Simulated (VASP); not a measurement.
# MgTi2 (P-62m) in VASP: further runs

The runs below take MgTi2 through single point, with LDA.

All numbers are computed with VASP 6.6.1; they aren't measurements. Logs are shortened: lines on timing, memory, paths and dates and some standing lists are left out, and cuts for length are marked.

## (1) The cell of the first run

The structure is hexagonal, space group P-62m (No. 189). The conventional cell has a = 5.144 Å, b = 5.144 Å, c = 4.892 Å, α = 90.00°, β = 90.00°, γ = 120.00°. Within 3.9 Å of Mg (site symmetry -6) lie 3 Mg at 2.97 Å and 9 Ti at 2.97 to 3.01 Å. Within 3.7 Å of Ti (site symmetry m2m) lie 8 Ti at 2.82 to 3.05 Å and 4 Mg at 3.01 Å. Ti (site symmetry -62m) has 6 Ti at 2.94 Å and 6 Mg at 2.97 Å within 3.9 Å.

## (2) Single point, LDA

The input, INCAR:

```
  ALGO = Normal
  EDIFF = 1E-7
  ENCUT = 520
  ISIF = 2
  ISMEAR = 1
  LASPH = True
  LCHARG = True
  LELF = True
  LREAL = False
  LVHAR = True
  LWAVE = False
  NBANDS = 35
  NELM = 100
  PREC = Accurate
  SIGMA = 0.1
```

The input, KPOINTS:

```
k-points
0
Gamma
  5 5 5
```

The input, POSCAR:

```
MgTi2
1.0
    5.1438869100      0.0000000000      0.0000000000
   -2.5719434500      4.4547367400      0.0000000000
    0.0000000000      0.0000000000      4.8917870000
Mg Ti
2 4
Direct
    0.6666666693      0.3333333296      0.0000000000
    0.3333333287      0.6666666704      0.0000000000
    0.0000000007      0.3161275003      0.5000000000
    0.6838724991      0.6838724997      0.5000000000
    0.3161275002      0.0000000000      0.5000000000
    0.0000000000      0.0000000000      0.0000000000
```

Potentials or basis: VASP PAW LDA potentials, release 64 (Mg, Ti_sv).

On the command line:

```console
$ cat potpaw_LDA.64/Mg/POTCAR potpaw_LDA.64/Ti_sv/POTCAR > POTCAR
$ mpirun -np 1 vasp_std > vasp.out
```

OUTCAR:

```text
EDIFF = 1E-7
   ENCUT = 520
   ISIF = 2
   ISMEAR = 1
   LASPH = True
   LREAL = False
   NELM = 100
   PREC = Accurate

 ion  position               nearest neighbor table
   1  0.667  0.333  0.000-   2 2.97   2 2.97   6 2.97   6 2.97   6 2.97   2 2.97   3 3.01   3 3.01
                             5 3.01   5 3.01   4 3.01   4 3.01
   2  0.333  0.667  0.000-   6 2.97   1 2.97   1 2.97   6 2.97   6 2.97   1 2.97   5 3.01   5 3.01
                             3 3.01   3 3.01   4 3.01   4 3.01
   3  0.000  0.316  0.500-   5 2.82   4 2.82   1 3.01   1 3.01   2 3.01   2 3.01
   4  0.684  0.684  0.500-   3 2.82   5 2.82   1 3.01   1 3.01   2 3.01   2 3.01
   5  0.316  0.000  0.500-   3 2.82   4 2.82   2 3.01   2 3.01   1 3.01   1 3.01
   6  0.000  0.000  0.000-   2 2.97   1 2.97   1 2.97   1 2.97   2 2.97   2 2.97

  LATTYP: Found a hexagonal cell.
 ALAT       =     5.1438869100
 C/A-ratio  =     0.9509903864

  Lattice vectors:

 A1 = (   5.1438869100,   0.0000000000,   0.0000000000)
 A2 = (  -2.5719434500,   4.4547367400,   0.0000000000)
 A3 = (   0.0000000000,   0.0000000000,   4.8917870000)

Analysis of symmetry for initial positions (statically):
=====================================================================
 Subroutine PRICEL returns:
 Original cell was already a primitive cell.

 Routine SETGRP: Setting up the symmetry group for a
 hexagonal supercell.

 Subroutine GETGRP returns: Found 12 space group operations
 (whereof 12 operations were pure point group operations)
 out of a pool of 24 trial point group operations.

The static configuration has the point symmetry D_3h.

Analysis of symmetry for dynamics (positions and initial velocities):
=====================================================================
 Subroutine PRICEL returns:
 Original cell was already a primitive cell.

 Routine SETGRP: Setting up the symmetry group for a
 hexagonal supercell.

 Subroutine GETGRP returns: Found 12 space group operations
 (whereof 12 operations were pure point group operations)
 out of a pool of 24 trial point group operations.

The dynamic configuration has the point symmetry D_3h.

 Subroutine INISYM returns: Found 12 space group operations
 (whereof 12 operations are pure point group operations),
 and found     1 'primitive' translations

----------------------------------------------------------------------------------------

                                     Primitive cell

  volume of cell :     112.0936

  direct lattice vectors                    reciprocal lattice vectors
     5.143886910  0.000000000  0.000000000     0.194405518  0.112240078  0.000000000
    -2.571943450  4.454736740  0.000000000     0.000000000  0.224480156  0.000000000
     0.000000000  0.000000000  4.891787000     0.000000000  0.000000000  0.204424273

  length of vectors
     5.143886910  5.143886909  4.891787000     0.224480156  0.224480156  0.204424273

  position of ions in fractional coordinates (direct lattice)
     0.666666669  0.333333330  0.000000000
     0.333333329  0.666666670  0.000000000
     0.000000001  0.316127500  0.500000000
     0.683872499  0.683872500  0.500000000
     0.316127500  0.000000000  0.500000000
     0.000000000  0.000000000  0.000000000

  ion indices of the primitive-cell ions
   primitive index   ion index
                 1           1
                 2           2
                 3           3
                 4           4
                 5           5
                 6           6

----------------------------------------------------------------------------------------

 KPOINTS: k-points

Automatic generation of k-mesh.
 Grid dimensions read from file:
 generate k-points for:    5    5    5

 Generating k-lattice:

  Cartesian coordinates                     Fractional coordinates (reciprocal lattice)
     0.038881104  0.022448016  0.000000000     0.200000000  0.000000000  0.000000000
     0.000000000  0.044896031  0.000000000     0.000000000  0.200000000  0.000000000
     0.000000000  0.000000000  0.040884855     0.000000000  0.000000000  0.200000000

  Length of vectors
     0.044896031  0.044896031  0.040884855

  Shift w.r.t. Gamma in fractional coordinates (k-lattice)
     0.000000000  0.000000000  0.000000000

 Subroutine IBZKPT returns following result:
 ===========================================

 Found     15 irreducible k-points:

 Following reciprocal coordinates:
            Coordinates               Weight
  0.000000  0.000000  0.000000      1.000000
  0.200000  0.000000  0.000000      6.000000
  0.400000  0.000000  0.000000      6.000000
  0.200000  0.200000  0.000000      6.000000
  0.400000  0.200000  0.000000      6.000000
  0.000000  0.000000  0.200000      2.000000
  0.200000  0.000000  0.200000     12.000000
  0.400000  0.000000  0.200000     12.000000
  0.200000  0.200000  0.200000     12.000000
  0.400000  0.200000  0.200000     12.000000
  0.000000  0.000000  0.400000      2.000000
  0.200000  0.000000  0.400000     12.000000
  0.400000  0.000000  0.400000     12.000000
  0.200000  0.200000  0.400000     12.000000
  0.400000  0.200000  0.400000     12.000000
   k-points           NKPTS =     15   k-points in BZ     NKDIM =     15   number of bands    NBANDS=     35
   number of dos      NEDOS =    301   number of ions     NIONS =      6
   total plane-waves  NPLWV =  57600
   dimension x,y,z NGX =    40 NGY =   40 NGZ =   36
   dimension x,y,z NGXF=    80 NGYF=   80 NGZF=   72
   ions per type =               2   4
   NGX,Y,Z   is equivalent  to a cutoff of  12.93, 12.93, 12.23 a.u.
   NGXF,Y,Z  is equivalent  to a cutoff of  25.86, 25.86, 24.47 a.u.
 SYSTEM =  unknown system
   PREC   = accura    normal or accurate (medium, high low for compatibility)
   ISTART =      0    job   : 0-new  1-cont  2-samecut
   ICHARG =      2    charge: 1-file 2-atom 10-const
   ISPIN  =      1    spin polarized calculation?
   LNONCOLLINEAR =      F non collinear calculations
   LSORBIT =      F    spin-orbit coupling
   LASPH  =      T    aspherical Exc in radial PAW
   ENCUT  =  520.0 eV  38.22 Ry    6.18 a.u.   9.56  9.56  9.10*2*pi/ulx,y,z
   NELM   =    100;   NELMIN=  2; NELMDL= -5     # of ELM steps
   EDIFF  = 0.1E-06   stopping-criterion for ELM
   LREAL  =      F    real-space projection
   EDIFFG = 0.1E-05   stopping-criterion for IOM
   NSW    =      0    number of steps for IOM
   IBRION =     -1    ionic relax: 0-MD 1-quasi-New 2-CG
   NFREE  =      0    steps in history (QN), initial steepest desc. (CG)
   ISIF   =      2    stress and relaxation
   ISYM   =      2    0-nonsym 1-usesym 2-fastsym
   POTIM  = 0.5000    time-step for ionic-motion
   TEBEG  =    0.0;   TEEND  =   0.0 temperature during run
   PSTRESS=    0.0 pullay stress
   NELECT =      52.0000    total number of electrons
   NUPDOWN=      -1.0000    fix difference up-down
   EMIN   =  10.00;   EMAX   =-10.00  energy-range for DOS
   EFERMI =   0.00;   METHOD = LEGACY
   ISMEAR =     1;   SIGMA  =   0.10  broadening in eV -4-tet -1-fermi 0-gaus
   EFERMI_NEDOS =   21; number of points for ismear=-14 and -15
   IALGO  =     38    algorithm
   IMIX   =      4    mixing-type and parameters
     AMIX     =   0.40;   BMIX     =  1.00
     AMIX_MAG =   1.60;   BMIX_MAG =  1.00
  volume/ion in A,a.u.               =      18.68       126.07
  Fermi-wavevector in a.u.,A,eV,Ry     =   1.267308  2.394865 21.851914  1.606070
  Thomas-Fermi vector in A             =   2.400463
   LORBIT       =      0    0 simple, 1 ext, 2 COOP (PROOUT), +10 PAW based schemes
   GGA     = CA    functional components
   LHFCALC =     F    Hartree Fock is set to
   AEXX    =    0.0000 exact exchange contribution
   IVDW    =     0    specifies the selected vdW correction
   LEPSILON=     F    determine dielectric tensor
   LRPA    =     F    only Hartree local field effects (RPA)
 non-spin polarized calculation
 Methfessel and Paxton  Order N= 1 SIGMA  =   0.10
  energy-cutoff  :      520.00
  volume of cell :      112.09
 maximum number of plane-waves:      3036
 NGX is ok and might be reduce to    40
   NGX = 19   NGY = 19   NGZ = 19

 number of electron      52.0000012 magnetization

 Free energy of the ion-electron system (eV)
  ---------------------------------------------------
  ext. energy  EPLUGINS =         0.00000000
  ---------------------------------------------------
  free energy    TOTEN  =       -36.49903591 eV

  energy without entropy =      -36.49013731  energy(sigma->0) =      -36.49606971

 E-fermi :   5.8146     XC(G=0): -10.7446

 val. band max:        5.8136187274   @ k =   0.2000   0.2000   0.0000
 cond. band min:       5.8165787915   @ k =   0.4000   0.2000   0.4000
 fundamental gap:      0.0029600641
 Fermi energy:         5.8146324524

 k-point     1 :       0.0000    0.0000    0.0000
  band No.  band energies     occupation
      1     -50.2776      2.00000
      2     -50.2124      2.00000
      3     -50.1634      2.00000
      4     -50.1634      2.00000
      5     -27.0381      2.00000
      6     -26.9825      2.00000
[... 27 lines left out ...]
     34       7.6005     -0.00000
     35       7.6099     -0.00000

 k-point     2 :       0.2000    0.0000    0.0000
  band No.  band energies     occupation
      1     -50.2735      2.00000
      2     -50.2094      2.00000
      3     -50.1681      2.00000
      4     -50.1660      2.00000
      5     -27.0309      2.00000
      6     -27.0157      2.00000
[... 27 lines left out ...]
     34       7.5909     -0.00000
     35       7.6350     -0.00000

 k-point     3 :       0.4000    0.0000    0.0000
  band No.  band energies     occupation
      1     -50.2667      2.00000
      2     -50.1992      2.00000
      3     -50.1816      2.00000
      4     -50.1697      2.00000
      5     -27.0524      2.00000
      6     -27.0177      2.00000
[... 27 lines left out ...]
     34       7.7440     -0.00000
     35       7.8325      0.00000
[... 381 lines left out ...]
 k-point    14 :       0.2000    0.2000    0.4000
  band No.  band energies     occupation
      1     -50.2493      2.00000
      2     -50.2199      2.00000
      3     -50.1763      2.00000
      4     -50.1717      2.00000
      5     -27.0562      2.00000
      6     -27.0069      2.00000
[... 27 lines left out ...]
     34       7.5641     -0.00000
     35       7.6919     -0.00000

 k-point    15 :       0.4000    0.2000    0.4000
  band No.  band energies     occupation
      1     -50.2483      2.00000
      2     -50.2082      2.00000
      3     -50.1852      2.00000
      4     -50.1756      2.00000
      5     -27.0520      2.00000
      6     -27.0072      2.00000
[... 27 lines left out ...]
     34       7.6611     -0.00000
     35       7.9479      0.00000

------------------------ aborting loop because EDIFF is reached ----------------------------------------

  FORCE on cell =-STRESS in cart. coord.  units (eV):
  Direction    XX          YY          ZZ          XY          YZ          ZX
  --------------------------------------------------------------------------------------
  -------------------------------------------------------------------------------------
  Total       -4.5791345     -4.5791345     -4.3759982     -0.0000000      0.0000000      0.0000000
  in kB      -65.4505026    -65.4505027    -62.5470344     -0.0000001      0.0000000      0.0000000
  external PRESSURE =     -64.4826799 kB  Pullay stress =       0.0000000 kB

 VOLUME and BASIS-vectors are now :
 -----------------------------------------------------------------------------
  energy-cutoff  :      520.00
  volume of cell :      112.09
      direct lattice vectors                 reciprocal lattice vectors
     5.143886910  0.000000000  0.000000000     0.194405518  0.112240078  0.000000000
    -2.571943450  4.454736740  0.000000000     0.000000000  0.224480156  0.000000000
     0.000000000  0.000000000  4.891787000     0.000000000  0.000000000  0.204424273

 POSITION                                       TOTAL-FORCE (eV/Angst)
 -----------------------------------------------------------------------------------
      2.57194      1.48491      0.00000        -0.000000      0.000000      0.000000
     -0.00000      2.96982      0.00000        -0.000000      0.000000      0.000000
     -0.81306      1.40826      2.44589         0.101065     -0.175050      0.000000
      1.75888      3.04647      2.44589         0.101065      0.175050     -0.000000
      1.62612      0.00000      2.44589        -0.202131     -0.000000     -0.000000
      0.00000      0.00000      0.00000        -0.000000      0.000000      0.000000
 -----------------------------------------------------------------------------------
    total drift:                               -0.000001     -0.000001      0.000000

  FREE ENERGIE OF THE ION-ELECTRON SYSTEM (eV)
  ---------------------------------------------------
  free  energy   TOTEN  =       -36.4990359058 eV

  energy  without entropy=      -36.4901373128  energy(sigma->0) =      -36.49606971
```

Wall time 49 s (1 thread of Intel Xeon 6975P-C (Granite Rapids), shared host); peak memory 0.21 GiB.

Results:

```yaml
Free_energy: -36.4990 eV
Pressure: -6.4 GPa
Largest_force: 0.202 eV/Å
Band_gap_on_the_k_mesh: zero (band 26 reaches 5.93 eV, above the bottom of band 27 at 5.50 eV)
```

Forces in eV/Å, atoms in the order of the input:
```
Mg   0.000  0.000  0.000
Mg   0.000  0.000  0.000
Ti   0.101 -0.175  0.000
Ti   0.101  0.175  0.000
Ti  -0.202  0.000  0.000
Ti   0.000  0.000  0.000
```

Stress tensor (GPa, compression positive):
```
-6.55  0.00  0.00
 0.00 -6.55  0.00
 0.00  0.00 -6.25
```

Levels at points of the mesh, in eV from the Fermi level:
```tsv
k point	band 22	band 23	band 24	band 25	band 26	band 27	band 28	band 29	band 30	band 31
(0.00, 0.00, 0.00)	-0.66	-0.59	-0.59	-0.37	-0.32	-0.32	0.14	0.28	1.06	1.06
```

## (3) Single point, LDA

The input, INCAR:

```
ALGO = Normal
EDIFF = 1E-6
ENCUT = 520
GGA = CA
ISIF = 2
ISMEAR = 1
LASPH = True
LCHARG = False
LREAL = False
LWAVE = False
NBANDS = 35
NELM = 100
PREC = Accurate
SIGMA = 0.1
```

KPOINTS is that of step 2.

POSCAR is that of step 2.

Potentials or basis: VASP PAW LDA potentials, release 64 (Mg, Ti_sv).

On the command line:

```console
$ cat potpaw_LDA.64/Mg/POTCAR potpaw_LDA.64/Ti_sv/POTCAR > POTCAR
$ mpirun -np 1 vasp_std > vasp.out
```

It took 58 s on 1 thread of Intel Xeon 6975P-C (Granite Rapids), shared host; peak memory 0.2 GiB.

Results (log left out):

| Item | Value |
| --- | --- |
| Free energy | -36.4990 eV |
| Pressure | -6.5 GPa |
| Largest force | 0.202 eV/Å |
| Band gap on the k mesh | zero (band 26 reaches 5.93 eV, above the bottom of band 27 at 5.50 eV) |

Forces in eV/Å, atoms in the order of the input:
```
Mg   0.000  0.000  0.000
Mg   0.000  0.000  0.000
Ti   0.101 -0.175  0.000
Ti   0.101  0.175  0.000
Ti  -0.202  0.000  0.000
Ti   0.000  0.000  0.000
```

Stress tensor (GPa, compression positive):
```
-6.56  0.00  0.00
 0.00 -6.56  0.00
 0.00  0.00 -6.27
```

Levels at points of the mesh, in eV from the Fermi level:
```
           k point  band 23  band 24  band 25  band 26  band 27  band 28  band 29  band 30
(0.00, 0.00, 0.00)    -0.59    -0.59    -0.37    -0.32    -0.32     0.14     0.28     1.06
```

## (4) Single point, LDA

The input, INCAR:

```
SYSTEM = MgTi2
ALGO = Normal
EDIFF = 1E-6
ENCUT = 520
GGA = CA
ISIF = 2
ISMEAR = 1
LASPH = .True.
LCHARG = .False.
LREAL = .False.
LWAVE = .False.
NBANDS = 35
NELM = 100
PREC = Accurate
SIGMA = 0.1
```

The input, KPOINTS:

```
k-points
0
Gamma
  5 5 5
  0 0 0
```

POSCAR is that of step 3.

On the command line:

```console
$ cat potpaw_LDA.64/Mg/POTCAR potpaw_LDA.64/Ti_sv/POTCAR > POTCAR
$ mpirun -np 1 vasp_std > vasp.out
```

Wall time 50 s (1 thread of Intel Xeon 6975P-C (Granite Rapids), shared host); peak memory 0.21 GiB.

It converged, with:

- Free energy: -36.4990 eV
- Pressure: -6.5 GPa
- Largest force: 0.202 eV/Å
- Band gap on the k mesh: zero (band 26 reaches 5.93 eV, above the bottom of band 27 at 5.50 eV)

Forces on the atoms (eV/Å):
```
Mg   0.000  0.000  0.000
Mg   0.000  0.000  0.000
Ti   0.101 -0.175  0.000
Ti   0.101  0.175  0.000
Ti  -0.202  0.000  0.000
Ti   0.000  0.000  0.000
```

Stress tensor (GPa, compression positive):
```
-6.56  0.00  0.00
 0.00 -6.56  0.00
 0.00  0.00 -6.27
```

Levels at points of the mesh, in eV from the Fermi level:
```tsv
k point	band 23	band 24	band 25	band 26	band 27	band 28	band 29	band 30
(0.00, 0.00, 0.00)	-0.59	-0.59	-0.37	-0.32	-0.32	0.14	0.28	1.06
```
